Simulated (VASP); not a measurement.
# Ir (P6_3/mmc) in VASP: notebook

Ir is run at these levels: r2SCAN; tasks: single point.

Everything below comes from runs of VASP 6.6.1. Logs are shortened: lines on timing, memory, paths and dates and some standing lists are left out, and cuts for length are marked.

## 1. The cell of the first run

The structure is hexagonal, space group P6_3/mmc (No. 194). The conventional cell has a = 2.800 Å, b = 2.800 Å, c = 4.543 Å, α = 90.00°, β = 90.00°, γ = 120.00°. Ir (site symmetry -6m2) has 12 Ir at 2.79 to 2.80 Å within 3.7 Å.

This isn't the form of Ir at room conditions, which is fcc.

## 2. Single point, r2SCAN (15.42 Å³/atom)

Input file POSCAR:

```
Ir
1.0
    2.8000085430      0.0000000000      0.0000000000
   -1.4000042715      2.4248785290      0.0000000000
    0.0000000000      0.0000000000      4.5426994298
Ir
2
Direct
    0.3333333333      0.6666666667      0.2500000000
    0.6666666667      0.3333333333      0.7500000000
```

Input file INCAR.step1:

```
ALGO = Normal
EDIFF = 1E-4
ENCUT = 520
GGA = PE
ISMEAR = -1
LASPH = T
LCHARG = F
LREAL = F
LWAVE = T
NBANDS = 16
NELM = 80
PREC = Accurate
SIGMA = 0.1
```

Input file INCAR.step2:

```
ALGO = Normal
EDIFF = 1E-7
ENCUT = 520
ISIF = 2
ISMEAR = -1
ISTART = 1
LASPH = T
LCHARG = T
LELF = T
LMIXTAU = T
LREAL = F
LVHAR = T
LWAVE = F
METAGGA = R2SCAN
NBANDS = 16
NELM = 80
PREC = Accurate
SIGMA = 0.1
```

Input file KPOINTS:

```
k-points
0
Gamma
  15 15 8
```

Potentials or basis: VASP PAW PBE potentials, release 64 (Ir).

Started as:

```console
$ cat potpaw_PBE.64/Ir/POTCAR > POTCAR
$ cp INCAR.step1 INCAR
$ mpirun -np 1 vasp_std > vasp.out
$ cp INCAR.step2 INCAR
$ mpirun -np 1 vasp_std > vasp.out
```

OUTCAR:

```text
EDIFF = 1E-7
   ENCUT = 520
   ISIF = 2
   ISMEAR = -1
   ISTART = 1
   LASPH = T
   LREAL = F
   METAGGA = R2SCAN
   NELM = 80
   PREC = Accurate

 ion  position               nearest neighbor table
   1  0.333  0.667  0.250-   2 2.79   2 2.79   2 2.79   2 2.79   2 2.79   2 2.79
   2  0.667  0.333  0.750-   1 2.79   1 2.79   1 2.79   1 2.79   1 2.79   1 2.79

  LATTYP: Found a hexagonal cell.
 ALAT       =     2.8000085430
 C/A-ratio  =     1.6223877035

  Lattice vectors:

 A1 = (   2.8000085430,   0.0000000000,   0.0000000000)
 A2 = (  -1.4000042715,   2.4248785290,   0.0000000000)
 A3 = (   0.0000000000,   0.0000000000,   4.5426994298)

Analysis of symmetry for initial positions (statically):
=====================================================================
 Subroutine PRICEL returns:
 Original cell was already a primitive cell.

 Routine SETGRP: Setting up the symmetry group for a
 hexagonal supercell.

 Subroutine GETGRP returns: Found 24 space group operations
 (whereof 12 operations were pure point group operations)
 out of a pool of 24 trial point group operations.

The static configuration has the point symmetry D_3d.
 The point group associated with its full space group is D_6h.

Analysis of symmetry for dynamics (positions and initial velocities):
=====================================================================
 Subroutine PRICEL returns:
 Original cell was already a primitive cell.

 Routine SETGRP: Setting up the symmetry group for a
 hexagonal supercell.

 Subroutine GETGRP returns: Found 24 space group operations
 (whereof 12 operations were pure point group operations)
 out of a pool of 24 trial point group operations.

The dynamic configuration has the point symmetry D_3d.
 The point group associated with its full space group is D_6h.

 Subroutine INISYM returns: Found 24 space group operations
 (whereof 12 operations are pure point group operations),
 and found     1 'primitive' translations

----------------------------------------------------------------------------------------

                                     Primitive cell

  volume of cell :      30.8435

  direct lattice vectors                    reciprocal lattice vectors
     2.800008543  0.000000000  0.000000000     0.357141767  0.206195896  0.000000000
    -1.400004272  2.424878529  0.000000000     0.000000000  0.412391791  0.000000000
     0.000000000  0.000000000  4.542699430     0.000000000  0.000000000  0.220133428

  length of vectors
     2.800008543  2.800008543  4.542699430     0.412391791  0.412391791  0.220133428
[... 81 lines left out ...]
   EDIFF  = 0.1E-06   stopping-criterion for ELM
   LREAL  =      F    real-space projection
   EDIFFG = 0.1E-05   stopping-criterion for IOM
   NSW    =      0    number of steps for IOM
   IBRION =     -1    ionic relax: 0-MD 1-quasi-New 2-CG
   NFREE  =      0    steps in history (QN), initial steepest desc. (CG)
   ISIF   =      2    stress and relaxation
   ISYM   =      2    0-nonsym 1-usesym 2-fastsym
   POTIM  = 0.5000    time-step for ionic-motion
   TEBEG  =    0.0;   TEEND  =   0.0 temperature during run
   PSTRESS=    0.0 pullay stress
   NELECT =      18.0000    total number of electrons
   NUPDOWN=      -1.0000    fix difference up-down
   EMIN   =  10.00;   EMAX   =-10.00  energy-range for DOS
   EFERMI =   0.00;   METHOD = LEGACY
   ISMEAR =    -1;   SIGMA  =   0.10  broadening in eV -4-tet -1-fermi 0-gaus
   EFERMI_NEDOS =   21; number of points for ismear=-14 and -15
   IALGO  =     38    algorithm
   IMIX   =      4    mixing-type and parameters
     AMIX     =   0.40;   BMIX     =  1.00
     AMIX_MAG =   1.60;   BMIX_MAG =  1.00
  volume/ion in A,a.u.               =      15.42       104.07
  Fermi-wavevector in a.u.,A,eV,Ry     =   1.368079  2.585295 25.465215  1.871640
  Thomas-Fermi vector in A             =   2.494075
   LORBIT       =      0    0 simple, 1 ext, 2 COOP (PROOUT), +10 PAW based schemes
   METAGGA = R2SCAN    functional components
   LHFCALC =     F    Hartree Fock is set to
   AEXX    =    0.0000 exact exchange contribution
   IVDW    =     0    specifies the selected vdW correction
   LEPSILON=     F    determine dielectric tensor
   LRPA    =     F    only Hartree local field effects (RPA)
 non-spin polarized calculation
  energy-cutoff  :      520.00
  volume of cell :       30.84
 maximum number of plane-waves:       843
 NGX is ok and might be reduce to    24
   NGX = 11   NGY = 11   NGZ = 17

 number of electron      18.0000003 magnetization

 Free energy of the ion-electron system (eV)
  ---------------------------------------------------
  ext. energy  EPLUGINS =         0.00000000
  ---------------------------------------------------
  free energy    TOTEN  =      -104.44208639 eV

  energy without entropy =     -104.35679510  energy(sigma->0) =     -104.39944074

 E-fermi :   8.8559     XC(G=0): -14.7400

 val. band max:        8.8426249886   @ k =   0.2667   0.2000   0.3750
 cond. band min:       8.8560789322   @ k =   0.2000   0.2000   0.1250
 fundamental gap:      0.0134539435
 Fermi energy:         8.8558783115

 k-point     1 :       0.0000    0.0000    0.0000
  band No.  band energies     occupation
      1      -1.8584      2.00000
      2       1.2467      2.00000
      3       5.2621      2.00000
      4       5.3648      2.00000
      5       5.3648      2.00000
      6       5.9500      2.00000
[... 433 lines left out ...]
      3       2.8572      2.00000
      4       4.7295      2.00000
      5       4.8612      2.00000
      6       5.3304      2.00000
[... 8 lines left out ...]
     15      20.6919      0.00000
     16      21.6406      0.00000

 [... further k-points ...]

------------------------ aborting loop because EDIFF is reached ----------------------------------------

  FORCE on cell =-STRESS in cart. coord.  units (eV):
  Direction    XX          YY          ZZ          XY          YZ          ZX
  --------------------------------------------------------------------------------------
  -------------------------------------------------------------------------------------
  Total       -4.1809478     -4.1809478     -4.2909467      0.0000000     -0.0000000      0.0000000
  in kB     -217.1810749   -217.1810749   -222.8950143      0.0000000     -0.0000000      0.0000000
  external PRESSURE =    -219.0857214 kB  Pullay stress =       0.0000000 kB

 VOLUME and BASIS-vectors are now :
 -----------------------------------------------------------------------------
  energy-cutoff  :      520.00
  volume of cell :       30.84
      direct lattice vectors                 reciprocal lattice vectors
     2.800008543  0.000000000  0.000000000     0.357141767  0.206195896  0.000000000
    -1.400004272  2.424878529  0.000000000     0.000000000  0.412391791  0.000000000
     0.000000000  0.000000000  4.542699430     0.000000000  0.000000000  0.220133428

 POSITION                                       TOTAL-FORCE (eV/Angst)
 -----------------------------------------------------------------------------------
     -0.00000      1.61659      1.13567        -0.000000      0.000000      0.000000
      1.40000      0.80829      3.40702         0.000000     -0.000000      0.000000
 -----------------------------------------------------------------------------------
    total drift:                                0.000000     -0.000000     -0.000000

  FREE ENERGIE OF THE ION-ELECTRON SYSTEM (eV)
  ---------------------------------------------------
  free  energy   TOTEN  =      -104.4420863897 eV

  energy  without entropy=     -104.3567950968  energy(sigma->0) =     -104.39944074
```

Run time: 2.5 min. Hardware: 1 thread of Intel Xeon Platinum 8488C (Sapphire Rapids), shared host; peak memory 0.2 GiB.

What came out:

```yaml
Free_energy: -104.4421 eV
Pressure: -21.9 GPa
Band_gap_on_the_k_mesh: zero (bands 9 and 10 overlap by 2.91 eV)
```

Stress tensor (GPa, compression positive):
```
-21.72   0.00   0.00
  0.00 -21.72   0.00
  0.00   0.00 -22.29
```

Levels at points of the mesh, in eV from the Fermi level:
```csv
k point,band 6,band 7,band 8,band 9,band 10,band 11,band 12,band 13
"(0.00, 0.00, 0.00)",-2.91,-2.91,-2.18,-2.18,-0.54,0.24,0.24,6.66
"(0.00, 0.00, 0.50)",-3.61,-3.61,-3.61,-0.45,-0.45,-0.45,-0.45,14.17
```

Caveat: the cell stands under tension; the PAW data sets were made with another functional, which shifts forces and pressure a little; spin-orbit coupling is left out, which moves the levels of the heavy elements.

## 3. Single point, r2SCAN (15.99 Å³/atom)

This run uses another cell than the first one, of 15.99 Å³/atom.

Input file POSCAR:

```
Ir
1.0
    2.8341583543      0.0000000000      0.0000000000
   -1.4170791771      2.4544531331      0.0000000000
    0.0000000000      0.0000000000      4.5981036637
Ir
2
Direct
    0.3333333333      0.6666666667      0.2500000000
    0.6666666667      0.3333333333      0.7500000000
```

Input file INCAR.step1:

```
SYSTEM = Ir
PREC = Accurate
ENCUT = 520
ISMEAR = -1
SIGMA = 0.1
LREAL = .FALSE.
LASPH = .TRUE.
NELM = 100
NBANDS = 16
GGA = PE
ALGO = Normal
EDIFF = 1E-4
LWAVE = .TRUE.
LCHARG = .FALSE.
```

Input file INCAR.step2:

```
SYSTEM = Ir
PREC = Accurate
ENCUT = 520
EDIFF = 1E-7
ISMEAR = -1
SIGMA = 0.1
LREAL = .FALSE.
LASPH = .TRUE.
NELM = 100
ALGO = Normal
ISIF = 2
LWAVE = .FALSE.
LCHARG = .TRUE.
METAGGA = R2SCAN
LMIXTAU = .TRUE.
LELF = .TRUE.
LVHAR = .TRUE.
NBANDS = 16
ISTART = 1
```

Input file KPOINTS:

```
regular mesh
0
G
  15 15 8
  0 0 0
```

Potentials or basis: VASP PAW PBE potentials, release 64 (Ir).

Started as:

```console
$ cat potpaw_PBE.64/Ir/POTCAR > POTCAR
$ cp INCAR.step1 INCAR
$ mpirun -np 1 vasp_std > vasp.out
$ cp INCAR.step2 INCAR
$ mpirun -np 1 vasp_std > vasp.out
```

Wall time 2.5 min (1 thread of Intel Xeon Platinum 8488C (Sapphire Rapids), shared host); peak memory 0.2 GiB.

The run converged. Its results:

```
Free energy            : -104.2554 eV
Pressure               : -30.1 GPa
Band gap on the k mesh : zero (bands 9 and 10 overlap by 2.72 eV)
```

Stress tensor (GPa, compression positive):
```
-29.91   0.00   0.00
  0.00 -29.91   0.00
  0.00   0.00 -30.63
```

Levels at points of the mesh, in eV from the Fermi level:
```
           k point  band 5  band 6  band 7  band 8  band 9  band 10  band 11  band 12  band 13  band 14
(0.00, 0.00, 0.00)   -3.29   -2.74   -2.74   -2.06   -2.06    -0.42     0.23     0.23     6.35    15.29
(0.00, 0.00, 0.50)   -3.41   -3.41   -3.41   -3.41   -0.43    -0.43    -0.43    -0.43    13.98    13.98
```

Caveat: the cell stands under tension; the PAW data sets were made with another functional, which shifts forces and pressure a little; spin-orbit coupling is left out, which moves the levels of the heavy elements.

## 4. Single point, r2SCAN

This run uses another cell than the first one, of 14.28 Å³/atom.

Input file POSCAR:

```
Ir
1.0
    2.7290915489      0.0000000000      0.0000000000
   -1.3645457745      2.3634626106      0.0000000000
    0.0000000000      0.0000000000      4.4276445707
Ir
2
Direct
    0.3333333333      0.6666666667      0.2500000000
    0.6666666667      0.3333333333      0.7500000000
```

Input file INCAR.step1:

```
  PREC = Accurate
  ENCUT = 520
  ISMEAR = -1
  SIGMA = 0.1
  LREAL = F
  LASPH = T
  NELM = 100
  NBANDS = 16
  GGA = PE
  ALGO = Normal
  EDIFF = 1E-4
  LWAVE = T
  LCHARG = F
```

Input file INCAR.step2:

```
  PREC = Accurate
  ENCUT = 520
  EDIFF = 1E-7
  ISMEAR = -1
  SIGMA = 0.1
  LREAL = F
  LASPH = T
  NELM = 100
  ALGO = Normal
  ISIF = 2
  LWAVE = F
  LCHARG = F
  METAGGA = R2SCAN
  LMIXTAU = T
  NBANDS = 16
  ISTART = 1
```

Input file KPOINTS:

```
regular mesh
0
Gamma
  22 22 12
```

Started as:

```console
$ cat potpaw_PBE.64/Ir/POTCAR > POTCAR
$ cp INCAR.step1 INCAR
$ mpirun -np 1 vasp_std > vasp.out
$ cp INCAR.step2 INCAR
$ mpirun -np 1 vasp_std > vasp.out
```

Run time: 6.2 min. Hardware: 1 thread of Intel Xeon Platinum 8488C (Sapphire Rapids), shared host; peak memory 0.25 GiB.

It converged, with:

```
Free energy            : -104.5900 eV
Pressure               : 2.4 GPa
Band gap on the k mesh : zero (bands 9 and 10 overlap by 3.39 eV)
```

Stress tensor (GPa, compression positive):
```
2.39 0.00 0.00
0.00 2.39 0.00
0.00 0.00 2.30
```

Levels at points of the mesh, in eV from the Fermi level:
```csv
k point,band 5,band 6,band 7,band 8,band 9,band 10,band 11,band 12,band 13,band 14
"(0.00, 0.00, 0.00)",-3.95,-3.28,-3.28,-2.46,-2.46,-0.77,0.28,0.28,7.38,15.13
"(0.50, 0.00, 0.00)",-3.69,-3.51,-3.07,0.73,0.98,1.15,3.06,4.59,8.67,10.70
"(0.00, 0.00, 0.50)",-4.08,-4.08,-4.08,-4.08,-0.49,-0.49,-0.49,-0.49,14.39,14.39
"(0.50, 0.00, 0.50)",-2.20,-2.20,-0.97,-0.97,0.98,0.98,2.11,2.11,8.03,8.03
```

Caveat: the PAW data sets were made with another functional, which shifts forces and pressure a little; spin-orbit coupling is left out, which moves the levels of the heavy elements.

## 5. The runs side by side

```tsv
cell	k mesh	gap on the mesh (eV)	pressure (GPa)
a = 2.800, b = 2.800, c = 4.543 Å, angles 90.0, 90.0, 120.0°, 2 atoms	15 × 15 × 8	none	-21.9
a = 2.834, b = 2.834, c = 4.598 Å, angles 90.0, 90.0, 120.0°, 2 atoms	15 × 15 × 8	none	-30.1
a = 2.729, b = 2.729, c = 4.428 Å, angles 90.0, 90.0, 120.0°, 2 atoms	22 × 22 × 12	none	2.4
```

Alike in all rows: task single point; level r2SCAN; potentials or basis VASP PAW PBE potentials, release 64 (Ir); no spin polarisation; cutoff (eV) 520; smearing fermi-dirac 0.1 eV.

Caveats: the PAW data sets were made with another functional, which shifts forces and pressure a little; spin-orbit coupling is left out, which moves the levels of the heavy elements; the cell stands under tension (at least some runs).

Total energies depend on the potentials used, so only differences within one code and one set of settings carry meaning.
